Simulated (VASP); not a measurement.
Input of a VASP 6.6.1 run:

Contents of INCAR:

```
SYSTEM = CdInI3
PREC     = Accurate       ! precision mode
ENCUT    = 520            ! plane-wave cutoff, eV
EDIFF    = 1E-6           ! SCF threshold, eV
ISMEAR   = 0              ! smearing method
SIGMA    = 0.1            ! smearing width, eV
LREAL    = .FALSE.        ! projectors in reciprocal space
LASPH    = .TRUE.         ! aspherical terms in the spheres
NELM     = 100            ! most SCF steps
ALGO     = Normal         ! electronic algorithm
ISIF     = 2              ! what is computed and relaxed
LWAVE    = .FALSE.        ! write WAVECAR
LCHARG   = .FALSE.        ! write CHGCAR
GGA      = PE             ! functional
NBANDS   = 31             ! bands
```

Contents of KPOINTS:

```
regular mesh
0
G
  6 6 6
  0 0 0
```

Contents of POSCAR:

```
CdInI3
1.0
    5.9624453438      0.0000000000      0.0000000000
    0.0000000000      5.9624453438      0.0000000000
    0.0000000000      0.0000000000      5.9624453438
Cd In I
1 1 3
Direct
    0.5000000000      0.5000000000      0.5000000000
    0.0000000000      0.0000000000      0.0000000000
    0.5000000000      0.0000000000      0.0000000000
    0.0000000000      0.5000000000      0.0000000000
    0.0000000000      0.0000000000      0.5000000000
```

Potentials or basis: VASP PAW PBE potentials, release 64 (Cd, In_d, I).

Run with:

```console
$ cat potpaw_PBE.64/Cd/POTCAR potpaw_PBE.64/In_d/POTCAR potpaw_PBE.64/I/POTCAR > POTCAR
$ mpirun -np 1 vasp_std > vasp.out
```

(1) What does it give for the band gap on the k mesh?

(2) Predict the pressure.

## Answers

(1) zero (band 23 reaches 1.85 eV, above the bottom of band 24 at 0.92 eV).

(2) 0.0 GPa.

Caveat: spin-orbit coupling is left out, which moves the levels of the heavy elements.
